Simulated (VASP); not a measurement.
# W (Im-3m) in VASP: single point with r2SCAN

Aim: the single point of W with r2SCAN.

Program: VASP 6.6.1. These are calculated values, not measurements. Logs are shortened: lines on timing, memory, paths and dates and some standing lists are left out, and cuts for length are marked.

## 1. The cell of the first run

Symmetry: Im-3m, No. 229, cubic system. Conventional cell: a = 3.181 Å, b = 3.181 Å, c = 3.181 Å, α = 90.00°, β = 90.00°, γ = 90.00°. Within 3.6 Å of W (site symmetry m-3m) lie 14 W at 2.76 to 3.18 Å.

## 2. Single point, r2SCAN

POSCAR

```
W
1.0
   -1.5907079400      1.5907079400      1.5907079400
    1.5907079400     -1.5907079400      1.5907079400
    1.5907079400      1.5907079400     -1.5907079400
W
1
Direct
    0.0000000000      0.0000000000      0.0000000000
```

INCAR.step1

```
SYSTEM = W
PREC = Accurate
ENCUT = 520
ISMEAR = -1
SIGMA = 0.1
LREAL = .FALSE.
LASPH = .TRUE.
NELM = 60
NBANDS = 13
GGA = PE
ALGO = Normal
EDIFF = 1E-4
LWAVE = .TRUE.
LCHARG = .FALSE.
```

INCAR.step2

```
SYSTEM = W
PREC = Accurate
ENCUT = 520
EDIFF = 1E-7
ISMEAR = -1
SIGMA = 0.1
LREAL = .FALSE.
LASPH = .TRUE.
NELM = 60
ALGO = Normal
ISIF = 2
LWAVE = .FALSE.
LCHARG = .FALSE.
METAGGA = R2SCAN
LMIXTAU = .TRUE.
NBANDS = 13
ISTART = 1
```

KPOINTS

```
regular mesh
0
G
  15 15 15
  0 0 0
```

Potentials or basis: VASP PAW PBE potentials, release 64 (W_sv).

Command:

```sh
$ cat potpaw_PBE.64/W_sv/POTCAR > POTCAR
$ cp INCAR.step1 INCAR
$ mpirun -np 1 vasp_std > vasp.out
$ cp INCAR.step2 INCAR
$ mpirun -np 1 vasp_std > vasp.out
```

OUTCAR:

```text
SYSTEM = W
   PREC = Accurate
   ENCUT = 520
   EDIFF = 1E-7
   ISMEAR = -1
   LREAL = .FALSE.
   LASPH = .TRUE.
   NELM = 60
   ISIF = 2
   METAGGA = R2SCAN
   ISTART = 1

 ion  position               nearest neighbor table
   1  0.000  0.000  0.000-

  LATTYP: Found a body centered cubic cell.
 ALAT       =     3.1814158800

  Lattice vectors:

 A1 = (  -1.5907079400,   1.5907079400,   1.5907079400)
 A2 = (   1.5907079400,  -1.5907079400,   1.5907079400)
 A3 = (   1.5907079400,   1.5907079400,  -1.5907079400)

Analysis of symmetry for initial positions (statically):
=====================================================================
 Subroutine PRICEL returns:
 Original cell was already a primitive cell.

 Routine SETGRP: Setting up the symmetry group for a
 body centered cubic supercell.

 Subroutine GETGRP returns: Found 48 space group operations
 (whereof 48 operations were pure point group operations)
 out of a pool of 48 trial point group operations.

The static configuration has the point symmetry O_h .

Analysis of symmetry for dynamics (positions and initial velocities):
=====================================================================
 Subroutine PRICEL returns:
 Original cell was already a primitive cell.

 Routine SETGRP: Setting up the symmetry group for a
 body centered cubic supercell.

 Subroutine GETGRP returns: Found 48 space group operations
 (whereof 48 operations were pure point group operations)
 out of a pool of 48 trial point group operations.

The dynamic configuration has the point symmetry O_h .

 Subroutine INISYM returns: Found 48 space group operations
 (whereof 48 operations are pure point group operations),
 and found     1 'primitive' translations

----------------------------------------------------------------------------------------

                                     Primitive cell

  volume of cell :      16.1002

  direct lattice vectors                    reciprocal lattice vectors
    -1.590707940  1.590707940  1.590707940     0.000000000  0.314325457  0.314325457
     1.590707940 -1.590707940  1.590707940     0.314325457  0.000000000  0.314325457
     1.590707940  1.590707940 -1.590707940     0.314325457  0.314325457  0.000000000

  length of vectors
     2.755186972  2.755186972  2.755186972     0.444523324  0.444523324  0.444523324

  position of ions in fractional coordinates (direct lattice)
     0.000000000  0.000000000  0.000000000

  ion indices of the primitive-cell ions
   primitive index   ion index
                 1           1

----------------------------------------------------------------------------------------

 KPOINTS: regular mesh

Automatic generation of k-mesh.
 Grid dimensions read from file:
 generate k-points for:   15   15   15

 Generating k-lattice:

  Cartesian coordinates                     Fractional coordinates (reciprocal lattice)
     0.000000000  0.020955030  0.020955030     0.066666667  0.000000000  0.000000000
     0.020955030  0.000000000  0.020955030     0.000000000  0.066666667  0.000000000
     0.020955030  0.020955030  0.000000000     0.000000000  0.000000000  0.066666667

  Length of vectors
     0.029634888  0.029634888  0.029634888

  Shift w.r.t. Gamma in fractional coordinates (k-lattice)
     0.000000000  0.000000000  0.000000000

 Subroutine IBZKPT returns following result:
 ===========================================

 Found    120 irreducible k-points:

 Following reciprocal coordinates:
            Coordinates               Weight
  0.000000  0.000000  0.000000      1.000000
  0.066667  0.000000  0.000000     12.000000
  0.133333  0.000000  0.000000     12.000000
  0.200000  0.000000  0.000000     12.000000
  0.266667  0.000000  0.000000     12.000000
  0.333333  0.000000  0.000000     12.000000
[... 16 lines left out ...]
  0.333333  0.200000  0.000000     48.000000
  0.400000  0.200000  0.000000     24.000000
 [... further k-points ...]
   k-points           NKPTS =    120   k-points in BZ     NKDIM =    120   number of bands    NBANDS=     13
   number of dos      NEDOS =    301   number of ions     NIONS =      1
   total plane-waves  NPLWV =   8000
   dimension x,y,z NGX =    20 NGY =   20 NGZ =   20
   dimension x,y,z NGXF=    40 NGYF=   40 NGZF=   40
   ions per type =               1
   NGX,Y,Z   is equivalent  to a cutoff of  12.07, 12.07, 12.07 a.u.
   NGXF,Y,Z  is equivalent  to a cutoff of  24.14, 24.14, 24.14 a.u.
 SYSTEM =  W
   PREC   = accura    normal or accurate (medium, high low for compatibility)
   ISTART =      1    job   : 0-new  1-cont  2-samecut
   ICHARG =      0    charge: 1-file 2-atom 10-const
   ISPIN  =      1    spin polarized calculation?
   LNONCOLLINEAR =      F non collinear calculations
   LSORBIT =      F    spin-orbit coupling
   LASPH  =      T    aspherical Exc in radial PAW
   ENCUT  =  520.0 eV  38.22 Ry    6.18 a.u.   5.12  5.12  5.12*2*pi/ulx,y,z
   NELM   =     60;   NELMIN=  2; NELMDL=  0     # of ELM steps
   EDIFF  = 0.1E-06   stopping-criterion for ELM
   LREAL  =      F    real-space projection
   EDIFFG = 0.1E-05   stopping-criterion for IOM
   NSW    =      0    number of steps for IOM
   IBRION =     -1    ionic relax: 0-MD 1-quasi-New 2-CG
   NFREE  =      0    steps in history (QN), initial steepest desc. (CG)
   ISIF   =      2    stress and relaxation
   ISYM   =      2    0-nonsym 1-usesym 2-fastsym
   POTIM  = 0.5000    time-step for ionic-motion
   TEBEG  =    0.0;   TEEND  =   0.0 temperature during run
   PSTRESS=    0.0 pullay stress
   NELECT =      14.0000    total number of electrons
   NUPDOWN=      -1.0000    fix difference up-down
   EMIN   =  10.00;   EMAX   =-10.00  energy-range for DOS
   EFERMI =   0.00;   METHOD = LEGACY
   ISMEAR =    -1;   SIGMA  =   0.10  broadening in eV -4-tet -1-fermi 0-gaus
   EFERMI_NEDOS =   21; number of points for ismear=-14 and -15
   IALGO  =     38    algorithm
   IMIX   =      4    mixing-type and parameters
     AMIX     =   0.40;   BMIX     =  1.00
     AMIX_MAG =   1.60;   BMIX_MAG =  1.00
  volume/ion in A,a.u.               =      16.10       108.65
  Fermi-wavevector in a.u.,A,eV,Ry     =   1.562573  2.952835 33.220465  2.441635
  Thomas-Fermi vector in A             =   2.665472
   LORBIT       =      0    0 simple, 1 ext, 2 COOP (PROOUT), +10 PAW based schemes
   METAGGA = R2SCAN    functional components
   LHFCALC =     F    Hartree Fock is set to
   AEXX    =    0.0000 exact exchange contribution
   IVDW    =     0    specifies the selected vdW correction
   LEPSILON=     F    determine dielectric tensor
   LRPA    =     F    only Hartree local field effects (RPA)
 non-spin polarized calculation
  energy-cutoff  :      520.00
  volume of cell :       16.10
 maximum number of plane-waves:       444
   NGX = 11   NGY = 11   NGZ = 11

 number of electron      14.0000001 magnetization

 Free energy of the ion-electron system (eV)
  ---------------------------------------------------
  ext. energy  EPLUGINS =         0.00000000
  ---------------------------------------------------
  free energy    TOTEN  =       -51.35619595 eV

  energy without entropy =      -51.34363262  energy(sigma->0) =      -51.34991429

 E-fermi :  11.0247     XC(G=0): -14.8593

 val. band max:       10.9813125183   @ k =  -0.3333   0.4000   0.2667
 cond. band min:      11.1633698320   @ k =   0.4667   0.0667   0.0000
 fundamental gap:      0.1820573136
 Fermi energy:        11.0246691586

 k-point     1 :       0.0000    0.0000    0.0000
  band No.  band energies     occupation
      1     -65.0719      2.00000
      2     -27.9552      2.00000
      3     -27.9552      2.00000
      4     -27.9552      2.00000
      5       1.0249      2.00000
      6       9.8087      1.99999
      7       9.8087      1.99999
      8       9.8087      1.99999
      9      13.5926      0.00000
     10      13.5926      0.00000
     11      26.2897      0.00000
     12      26.2897      0.00000
     13      26.2897      0.00000

 k-point     2 :       0.0667    0.0000    0.0000
  band No.  band energies     occupation
      1     -65.0658      2.00000
      2     -28.0162      2.00000
      3     -27.9742      2.00000
      4     -27.9555      2.00000
      5       1.2453      2.00000
      6       9.6740      2.00000
      7       9.7756      1.99999
      8      10.0204      1.99991
      9      13.3787      0.00000
     10      13.5923      0.00000
     11      26.4739      0.00000
     12      26.6656      0.00000
     13      26.8108      0.00000

 k-point     3 :       0.1333    0.0000    0.0000
  band No.  band energies     occupation
      1     -65.0487      2.00000
      2     -28.1860      2.00000
      3     -28.0273      2.00000
      4     -27.9563      2.00000
      5       1.8713      2.00000
      6       9.3140      2.00000
      7       9.6274      2.00000
      8      10.6451      1.95606
      9      12.9809      0.00000
     10      13.6070      0.00000
     11      26.8793      0.00000
     12      27.7450      0.00000
     13      28.0137      0.00000
[... 305 lines left out ...]
 k-point    23 :       0.3333    0.2000    0.0000
  band No.  band energies     occupation
      1     -64.9245      2.00000
      2     -29.0827      2.00000
      3     -28.5285      2.00000
      4     -28.0854      2.00000
      5       5.8382      2.00000
      6       7.6735      2.00000
      7       9.2671      2.00000
      8      13.2050      0.00000
      9      14.5396      0.00000
     10      18.7864      0.00000
     11      21.5828      0.00000
     12      25.1869      0.00000
     13      27.8713      0.00000

 k-point    24 :       0.4000    0.2000    0.0000
  band No.  band energies     occupation
      1     -64.9195      2.00000
      2     -29.1035      2.00000
      3     -28.5642      2.00000
      4     -28.0879      2.00000
      5       5.8310      2.00000
      6       7.6484      2.00000
      7       9.5491      2.00000
      8      13.2636      0.00000
      9      14.7052      0.00000
     10      19.5372      0.00000
     11      20.7868      0.00000
     12      24.6531      0.00000
     13      27.7273      0.00000

 [... further k-points ...]

------------------------ aborting loop because EDIFF is reached ----------------------------------------

  FORCE on cell =-STRESS in cart. coord.  units (eV):
  Direction    XX          YY          ZZ          XY          YZ          ZX
  --------------------------------------------------------------------------------------
  -------------------------------------------------------------------------------------
  Total       -0.2562659     -0.2562659     -0.2562659      0.0000000      0.0000000      0.0000000
  in kB      -25.5017501    -25.5017501    -25.5017501      0.0000000      0.0000000      0.0000000
  external PRESSURE =     -25.5017501 kB  Pullay stress =       0.0000000 kB

 VOLUME and BASIS-vectors are now :
 -----------------------------------------------------------------------------
  energy-cutoff  :      520.00
  volume of cell :       16.10
      direct lattice vectors                 reciprocal lattice vectors
    -1.590707940  1.590707940  1.590707940     0.000000000  0.314325457  0.314325457
     1.590707940 -1.590707940  1.590707940     0.314325457  0.000000000  0.314325457
     1.590707940  1.590707940 -1.590707940     0.314325457  0.314325457  0.000000000

 POSITION                                       TOTAL-FORCE (eV/Angst)
 -----------------------------------------------------------------------------------
      0.00000      0.00000      0.00000        -0.000000      0.000000     -0.000000
 -----------------------------------------------------------------------------------
    total drift:                                0.000000     -0.000000      0.000000

  FREE ENERGIE OF THE ION-ELECTRON SYSTEM (eV)
  ---------------------------------------------------
  free  energy   TOTEN  =       -51.3561959508 eV

  energy  without entropy=      -51.3436326223  energy(sigma->0) =      -51.34991429
```

It took 32 s on 1 thread of Intel Xeon 6975P-C (Granite Rapids), shared host; peak memory 0.14 GiB.

What came out:

| Item | Value |
| --- | --- |
| Free energy | -51.3562 eV |
| Pressure | -2.6 GPa |
| Band gap on the k mesh | zero (band 7 reaches 15.76 eV, above the bottom of band 8 at 9.81 eV) |

Caveat: the PAW data sets were made with another functional, which shifts forces and pressure a little; spin-orbit coupling is left out, which moves the levels of the heavy elements.
